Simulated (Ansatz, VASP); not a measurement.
# Two plane-wave programs on SbS5

INCAR

```
PREC     = Accurate       # precision mode
ENCUT    = 600            # plane-wave cutoff, eV
EDIFF    = 1E-6           # SCF threshold, eV
ISMEAR   = 0              # smearing method
SIGMA    = 0.1            # smearing width, eV
LREAL    = False          # projectors in reciprocal space
LASPH    = True           # aspherical terms in the spheres
NELM     = 80             # most SCF steps
ALGO     = Normal         # electronic algorithm
ISIF     = 3              # what is computed and relaxed
LWAVE    = False          # write WAVECAR
LCHARG   = False          # write CHGCAR
GGA      = PE             # functional
IBRION   = 2              # ionic algorithm
NSW      = 100            # ionic steps
EDIFFG   = -0.01          # ionic threshold
```

Contents of KPOINTS:

```
Automatic mesh
0
Gamma
  8 8 8
```

Contents of POSCAR:

```
SbS5
1.0
    0.0000000000      3.8278617374      3.8278617374
    3.8278617374      0.0000000000      3.8278617374
    3.8278617374      3.8278617374      0.0000000000
Sb S
1 5
Direct
    0.0000000000      0.0000000000      0.0000000000
    0.7500000000      0.7500000000      0.7500000000
    0.3881187171      0.3881187171      0.8356438487
    0.3881187171      0.8356438487      0.3881187171
    0.3881187171      0.3881187171      0.3881187171
    0.8356438487      0.3881187171      0.3881187171
```

Input for Ansatz:

```yaml
crystal:
  lattice:
    - [0.0, 3.8278617374, 3.8278617374]
    - [3.8278617374, 0.0, 3.8278617374]
    - [3.8278617374, 3.8278617374, 0.0]
  atoms:
    - { symbol: Sb, position: [0.0, 0.0, 0.0] }
    - { symbol: S, position: [0.75, 0.75, 0.75] }
    - { symbol: S, position: [0.3881187171, 0.3881187171, 0.8356438487] }
    - { symbol: S, position: [0.3881187171, 0.8356438487, 0.3881187171] }
    - { symbol: S, position: [0.3881187171, 0.3881187171, 0.3881187171] }
    - { symbol: S, position: [0.8356438487, 0.3881187171, 0.3881187171] }
basis:
  ecutwfc: 420
kpoints:
  mp_grid: { grid: [8, 8, 8] }
hamiltonian:
  xc: pbe
scf:
  occupations: { method: gaussian, width: 0.1 }
output:
  forces: true
  stress: true
  eigenvalues: true
  write_density: true
  write_potential: true
  elf: true
  volumetric_format: npy
relax:
  adjacent_minimum: "off"
  f_tol: 0.01
  max_steps: 80
  cell: { stress_tol: 0.05 }
```

Change from the starting cell: species swapped into the ZrNi5 type (F-43m, No. 216).

Alike in both runs: task relaxation of cell and atoms; functional PBE; k mesh 8 × 8 × 8; occupations gaussian, width 0.1 eV; no spin polarisation.

|  | VASP | Ansatz |
| --- | --- | --- |
| version | VASP 6.6.1 | Ansatz 0.2.0 |
| potentials or method | VASP PAW PBE potentials, release 64 (Sb, S), cutoff 600 eV | scalar-relativistic, plane waves, PAW |
| valence electrons in the cell | 35 | 45 |

Ansatz gave:

```
gap on the k mesh at the Fermi level, each at its own relaxed structure (eV) : none
relaxed volume (Å³/atom)                                                     : 18.12
relaxed cell length with the largest relative difference (Å)                 : 5.357
```

Q: Estimate VASP's values.

A: gap on the k mesh at the Fermi level, each at its own relaxed structure (eV): none; relaxed volume (Å³/atom): 18.10; relaxed cell length with the largest relative difference (Å): 5.355.

A gap of «none» marks a metal or a gap that the smearing closes. VASP's potentials hold 35 valence electrons a cell and Ansatz's 45, so a difference there can come from the potentials and not from the codes.

Neither program's run includes spin-orbit coupling.
